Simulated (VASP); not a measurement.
## SrO: single point with r2SCAN

The system is SrO.

```
Sr O
1.0
     0.00000    2.56980    2.56980
     2.56980    0.00000    2.56980
     2.56980    2.56980    0.00000
Sr O
1 1
Direct
  0.04864 0.04864 0.95136
  0.50000 0.50000 0.50000
```

This cell differs from its parent crystal: all Sr atoms moved -0.250 Å, as atom 1 towards its neighbour atom 2 (O) at 2.570 Å.

- Program: VASP 6.6.1
- Task: single point
- Functional: r2SCAN
- Potentials or basis: VASP PAW PBE potentials, release 64 (Sr_sv, O)
- Cutoff: 520 eV
- k mesh: 8 × 8 × 8
- Occupations: gaussian, width 0.05 eV
- Spin: no spin polarisation

The pressure is 3.7 GPa and the largest force is 0.931 eV/Å. The band gap on the k mesh is 3.84 eV (least direct gap 3.87 eV).

Forces in eV/Å, atoms in the order of the input:
```
Sr   0.000  0.000 -0.931
O    0.000  0.000  0.931
```

Stress tensor (GPa, compression positive):
```
1.05 0.00 0.00
0.00 1.05 0.00
0.00 0.00 8.91
```

Levels at points of the mesh, in eV from the valence-band top:
```tsv
k point	band 5	band 6	band 7	band 8	band 9	band 10	band 11	band 12
(0.00, 0.00, 0.00)	-14.23	-0.09	-0.09	-0.04	4.71	6.91	7.15	7.15
(0.50, 0.00, 0.00)	-13.29	-2.02	-1.05	-1.00	7.13	8.80	9.65	9.86
(0.50, 0.50, 0.00)	-14.69	-0.23	-0.02	-0.02	3.84	8.32	10.89	11.08
(0.00, 0.50, 0.50)	-14.42	-0.37	-0.35	0.00	4.31	8.45	11.15	11.25
```

Wall time 4.4 min on 1 thread of AMD EPYC 7R13, on a shared host, peak memory 0.16 GiB.

Caveat: the cell differs from its parent crystal (all Sr atoms moved -0.250 Å, as atom 1 towards its neighbour atom 2 (O) at 2.570 Å); the stress differs along the axes, from 1 to 9 GPa; the PAW data sets were made with another functional, which shifts forces and pressure a little. A k mesh can miss the band edges.
